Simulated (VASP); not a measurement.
# W (P6_3/mmc) in VASP: single point with PBEsol

Aim: the single point of W with PBEsol.

Program: VASP 6.6.1. These are calculated values, not measurements. Logs are shortened: lines on timing, memory, paths and dates and some standing lists are left out, and cuts for length are marked.

**1. The cell of the first run**

Symmetry: P6_3/mmc, No. 194, hexagonal system. The conventional cell has a = 2.752 Å, b = 2.752 Å, c = 4.895 Å, α = 90.00°, β = 90.00°, γ = 120.00°. W (site symmetry -6m2) has 12 W at 2.75 to 2.92 Å within 3.6 Å.

This isn't the form of W at room conditions, which is bcc.

**2. Single point, PBEsol**

Contents of INCAR:

```
  PREC = Accurate
  ENCUT = 520
  EDIFF = 1E-6
  ISMEAR = 0
  SIGMA = 0.1
  LREAL = F
  LASPH = T
  NELM = 100
  ALGO = Fast
  ISIF = 2
  LWAVE = F
  LCHARG = T
  GGA = PS
  LELF = T
  LVHAR = T
  NBANDS = 21
```

Contents of KPOINTS:

```
Automatic mesh
0
Gamma
  27 27 14
```

Contents of POSCAR:

```
W
1.0
    2.7515287785      0.0000000000      0.0000000000
   -1.3757643892      2.3828938214      0.0000000000
    0.0000000000      0.0000000000      4.8949153584
W
2
Direct
    0.3333333333      0.6666666667      0.2500000000
    0.6666666667      0.3333333333      0.7500000000
```

Potentials or basis: VASP PAW PBE potentials, release 64 (W_sv).

Launch:

```bash
> cat potpaw_PBE.64/W_sv/POTCAR > POTCAR
> mpirun -np 1 vasp_std > vasp.out
```

OUTCAR:

```text
PREC = Accurate
   ENCUT = 520
   EDIFF = 1E-6
   ISMEAR = 0
   LREAL = F
   LASPH = T
   NELM = 100
   ISIF = 2
   GGA = PS

 ion  position               nearest neighbor table
   1  0.333  0.667  0.250-   2 2.92   2 2.92   2 2.92   2 2.92   2 2.92   2 2.92
   2  0.667  0.333  0.750-   1 2.92   1 2.92   1 2.92   1 2.92   1 2.92   1 2.92

  LATTYP: Found a hexagonal cell.
 ALAT       =     2.7515287785
 C/A-ratio  =     1.7789802515

  Lattice vectors:

 A1 = (   2.7515287785,   0.0000000000,   0.0000000000)
 A2 = (  -1.3757643892,   2.3828938214,   0.0000000000)
 A3 = (   0.0000000000,   0.0000000000,   4.8949153584)

Analysis of symmetry for initial positions (statically):
=====================================================================
 Subroutine PRICEL returns:
 Original cell was already a primitive cell.

 Routine SETGRP: Setting up the symmetry group for a
 hexagonal supercell.

 Subroutine GETGRP returns: Found 24 space group operations
 (whereof 12 operations were pure point group operations)
 out of a pool of 24 trial point group operations.

The static configuration has the point symmetry D_3d.
 The point group associated with its full space group is D_6h.

Analysis of symmetry for dynamics (positions and initial velocities):
=====================================================================
 Subroutine PRICEL returns:
 Original cell was already a primitive cell.

 Routine SETGRP: Setting up the symmetry group for a
 hexagonal supercell.

 Subroutine GETGRP returns: Found 24 space group operations
 (whereof 12 operations were pure point group operations)
 out of a pool of 24 trial point group operations.

The dynamic configuration has the point symmetry D_3d.
 The point group associated with its full space group is D_6h.

 Subroutine INISYM returns: Found 24 space group operations
 (whereof 12 operations are pure point group operations),
 and found     1 'primitive' translations

----------------------------------------------------------------------------------------

                                     Primitive cell

  volume of cell :      32.0940

  direct lattice vectors                    reciprocal lattice vectors
     2.751528778  0.000000000  0.000000000     0.363434323  0.209828904  0.000000000
    -1.375764389  2.382893821  0.000000000     0.000000000  0.419657809  0.000000000
     0.000000000  0.000000000  4.894915358     0.000000000  0.000000000  0.204293624

  length of vectors
     2.751528778  2.751528778  4.894915358     0.419657809  0.419657809  0.204293624

  position of ions in fractional coordinates (direct lattice)
     0.333333333  0.666666667  0.250000000
     0.666666667  0.333333333  0.750000000

  ion indices of the primitive-cell ions
   primitive index   ion index
                 1           1
                 2           2

----------------------------------------------------------------------------------------

 KPOINTS: Automatic mesh

Automatic generation of k-mesh.
 Grid dimensions read from file:
 generate k-points for:   27   27   14

 Generating k-lattice:

  Cartesian coordinates                     Fractional coordinates (reciprocal lattice)
     0.013460530  0.007771441  0.000000000     0.037037037  0.000000000  0.000000000
     0.000000000  0.015542882  0.000000000     0.000000000  0.037037037  0.000000000
     0.000000000  0.000000000  0.014592402     0.000000000  0.000000000  0.071428571

  Length of vectors
     0.015542882  0.015542882  0.014592402

  Shift w.r.t. Gamma in fractional coordinates (k-lattice)
     0.000000000  0.000000000  0.000000000

 Subroutine IBZKPT returns following result:
 ===========================================

 Found    600 irreducible k-points:

 Following reciprocal coordinates:
            Coordinates               Weight
  0.000000  0.000000  0.000000      1.000000
  0.037037 -0.000000  0.000000      6.000000
  0.074074 -0.000000  0.000000      6.000000
  0.111111  0.000000  0.000000      6.000000
  0.148148  0.000000  0.000000      6.000000
  0.185185  0.000000  0.000000      6.000000
[... 16 lines left out ...]
  0.333333  0.037037  0.000000     12.000000
  0.370370  0.037037  0.000000     12.000000
 [... further k-points ...]
   k-points           NKPTS =    600   k-points in BZ     NKDIM =    600   number of bands    NBANDS=     21
   number of dos      NEDOS =    301   number of ions     NIONS =      2
   total plane-waves  NPLWV =  14400
   dimension x,y,z NGX =    20 NGY =   20 NGZ =   36
   dimension x,y,z NGXF=    40 NGYF=   40 NGZF=   72
   ions per type =               2
   NGX,Y,Z   is equivalent  to a cutoff of  12.08, 12.08, 12.23 a.u.
   NGXF,Y,Z  is equivalent  to a cutoff of  24.17, 24.17, 24.45 a.u.
 SYSTEM =  unknown system
   PREC   = accura    normal or accurate (medium, high low for compatibility)
   ISTART =      0    job   : 0-new  1-cont  2-samecut
   ICHARG =      2    charge: 1-file 2-atom 10-const
   ISPIN  =      1    spin polarized calculation?
   LNONCOLLINEAR =      F non collinear calculations
   LSORBIT =      F    spin-orbit coupling
   LASPH  =      T    aspherical Exc in radial PAW
   ENCUT  =  520.0 eV  38.22 Ry    6.18 a.u.   5.12  5.12  9.10*2*pi/ulx,y,z
   NELM   =    100;   NELMIN=  2; NELMDL= -5     # of ELM steps
   EDIFF  = 0.1E-05   stopping-criterion for ELM
   LREAL  =      F    real-space projection
   EDIFFG = 0.1E-04   stopping-criterion for IOM
   NSW    =      0    number of steps for IOM
   IBRION =     -1    ionic relax: 0-MD 1-quasi-New 2-CG
   NFREE  =      0    steps in history (QN), initial steepest desc. (CG)
   ISIF   =      2    stress and relaxation
   ISYM   =      2    0-nonsym 1-usesym 2-fastsym
   POTIM  = 0.5000    time-step for ionic-motion
   TEBEG  =    0.0;   TEEND  =   0.0 temperature during run
   PSTRESS=    0.0 pullay stress
   NELECT =      28.0000    total number of electrons
   NUPDOWN=      -1.0000    fix difference up-down
   EMIN   =  10.00;   EMAX   =-10.00  energy-range for DOS
   EFERMI =   0.00;   METHOD = LEGACY
   ISMEAR =     0;   SIGMA  =   0.10  broadening in eV -4-tet -1-fermi 0-gaus
   EFERMI_NEDOS =   21; number of points for ismear=-14 and -15
   IALGO  =     68    algorithm
   IMIX   =      4    mixing-type and parameters
     AMIX     =   0.40;   BMIX     =  1.00
     AMIX_MAG =   1.60;   BMIX_MAG =  1.00
  volume/ion in A,a.u.               =      16.05       108.29
  Fermi-wavevector in a.u.,A,eV,Ry     =   1.564298  2.956095 33.293846  2.447029
  Thomas-Fermi vector in A             =   2.666943
   LORBIT       =      0    0 simple, 1 ext, 2 COOP (PROOUT), +10 PAW based schemes
   GGA     = PS    functional components
   LHFCALC =     F    Hartree Fock is set to
   AEXX    =    0.0000 exact exchange contribution
   IVDW    =     0    specifies the selected vdW correction
   LEPSILON=     F    determine dielectric tensor
   LRPA    =     F    only Hartree local field effects (RPA)
 non-spin polarized calculation
 RMM-DIIS sequential band-by-band and
 Gauss-broadening in eV      SIGMA  =   0.10
  energy-cutoff  :      520.00
  volume of cell :       32.09
 maximum number of plane-waves:       884
   NGX = 11   NGY = 11   NGZ = 19

 number of electron      28.0000005 magnetization

 Free energy of the ion-electron system (eV)
  ---------------------------------------------------
  ext. energy  EPLUGINS =         0.00000000
  ---------------------------------------------------
  free energy    TOTEN  =       -26.58919187 eV

  energy without entropy =      -26.57918588  energy(sigma->0) =      -26.58418887

 E-fermi :  10.7222     XC(G=0): -13.6742

 val. band max:       10.7213583754   @ k =   0.2963   0.2593   0.0000
 cond. band min:      10.7257121561   @ k =   0.4444   0.0370   0.1429
 fundamental gap:      0.0043537807
 Fermi energy:        10.7221581247

 k-point     1 :       0.0000    0.0000    0.0000
  band No.  band energies     occupation
      1     -62.9633      2.00000
      2     -62.8831      2.00000
      3     -27.7368      2.00000
      4     -26.7375      2.00000
      5     -26.5514      2.00000
      6     -26.5514      2.00000
[... 13 lines left out ...]
     20      15.1353      0.00000
     21      19.8314      0.00000

 k-point     2 :       0.0370   -0.0000    0.0000
  band No.  band energies     occupation
      1     -62.9616      2.00000
      2     -62.8818      2.00000
      3     -27.7315      2.00000
      4     -26.7381      2.00000
      5     -26.5690      2.00000
      6     -26.5562      2.00000
[... 13 lines left out ...]
     20      15.3041      0.00000
     21      19.8246      0.00000

 k-point     3 :       0.0741   -0.0000    0.0000
  band No.  band energies     occupation
      1     -62.9564      2.00000
      2     -62.8781      2.00000
      3     -27.7156      2.00000
      4     -26.7400      2.00000
      5     -26.6207      2.00000
      6     -26.5703      2.00000
[... 13 lines left out ...]
     20      15.7422      0.00000
     21      19.7976      0.00000

 k-point     4 :       0.1111    0.0000    0.0000
  band No.  band energies     occupation
      1     -62.9481      2.00000
      2     -62.8722      2.00000
      3     -27.6897      2.00000
      4     -26.7434      2.00000
      5     -26.7034      2.00000
      6     -26.6039      2.00000
[... 13 lines left out ...]
     20      16.3381      0.00000
     21      19.7361      0.00000

 k-point     5 :       0.1481    0.0000    0.0000
  band No.  band energies     occupation
      1     -62.9370      2.00000
      2     -62.8643      2.00000
      3     -27.6545      2.00000
      4     -26.8121      2.00000
      5     -26.7487      2.00000
      6     -26.7128      2.00000
[... 13 lines left out ...]
     20      17.0165      0.00000
     21      19.6281      0.00000
[... 382 lines left out ...]
     20      18.9911      0.00000
     21      19.5768      0.00000

 k-point    22 :       0.2963    0.0370    0.0000
  band No.  band energies     occupation
      1     -62.8687      2.00000
      2     -62.8197      2.00000
      3     -27.4327      2.00000
      4     -27.4165      2.00000
      5     -27.3177      2.00000
      6     -26.8072      2.00000
[... 13 lines left out ...]
     20      18.8705      0.00000
     21      20.2081      0.00000

 k-point    23 :       0.3333    0.0370    0.0000
  band No.  band energies     occupation
      1     -62.8542      2.00000
      2     -62.8115      2.00000
      3     -27.5533      2.00000
      4     -27.4311      2.00000
      5     -27.3588      2.00000
      6     -26.8288      2.00000
[... 13 lines left out ...]
     20      18.8719      0.00000
     21      20.7630      0.00000

 k-point    24 :       0.3704    0.0370    0.0000
  band No.  band energies     occupation
      1     -62.8417      2.00000
      2     -62.8051      2.00000
      3     -27.6536      2.00000
      4     -27.5250      2.00000
      5     -27.3049      2.00000
      6     -26.8541      2.00000
[... 13 lines left out ...]
     20      19.0260      0.00000
     21      21.2196      0.00000

 [... further k-points ...]
[... 5 lines left out ...]
  --------------------------------------------------------------------------------------
  -------------------------------------------------------------------------------------
  Total        0.1314019      0.1314019      0.0628536      0.0000000     -0.0000000      0.0000000
  in kB        6.5597661      6.5597661      3.1377369      0.0000000     -0.0000000      0.0000000
  external PRESSURE =       5.4190897 kB  Pullay stress =       0.0000000 kB

 VOLUME and BASIS-vectors are now :
 -----------------------------------------------------------------------------
  energy-cutoff  :      520.00
  volume of cell :       32.09
      direct lattice vectors                 reciprocal lattice vectors
     2.751528778  0.000000000  0.000000000     0.363434323  0.209828904  0.000000000
    -1.375764389  2.382893821  0.000000000     0.000000000  0.419657809  0.000000000
     0.000000000  0.000000000  4.894915358     0.000000000  0.000000000  0.204293624

 POSITION                                       TOTAL-FORCE (eV/Angst)
 -----------------------------------------------------------------------------------
     -0.00000      1.58860      1.22373         0.000000     -0.000000      0.000000
      1.37576      0.79430      3.67119        -0.000000      0.000000      0.000000
 -----------------------------------------------------------------------------------
    total drift:                                0.000000     -0.000000      0.000000

  FREE ENERGIE OF THE ION-ELECTRON SYSTEM (eV)
  ---------------------------------------------------
  free  energy   TOTEN  =       -26.5891918703 eV

  energy  without entropy=      -26.5791858778  energy(sigma->0) =      -26.58418887
```

Wall time 2.5 min (1 thread of Intel Xeon 6975P-C (Granite Rapids), shared host); peak memory 0.39 GiB.

Results:

| Property | Result |
| --- | --- |
| Free energy | -26.5892 eV |
| Pressure | 0.5 GPa |
| Band gap on the k mesh | zero (bands 14 and 15 overlap by 1.93 eV) |

Stress tensor (GPa, compression positive):
```
0.66 0.00 0.00
0.00 0.66 0.00
0.00 0.00 0.31
```

Levels at points of the mesh, in eV from the Fermi level:
```tsv
k point	band 12	band 13	band 14	band 15	band 16	band 17
(0.00, 0.00, 0.00)	-0.46	-0.46	-0.21	0.14	0.14	2.04
(0.00, 0.00, 0.50)	-2.18	-0.42	-0.42	-0.42	-0.42	3.62
```

Caveat: the PAW data sets were made with another functional, which shifts forces and pressure a little; spin-orbit coupling is left out, which moves the levels of the heavy elements.
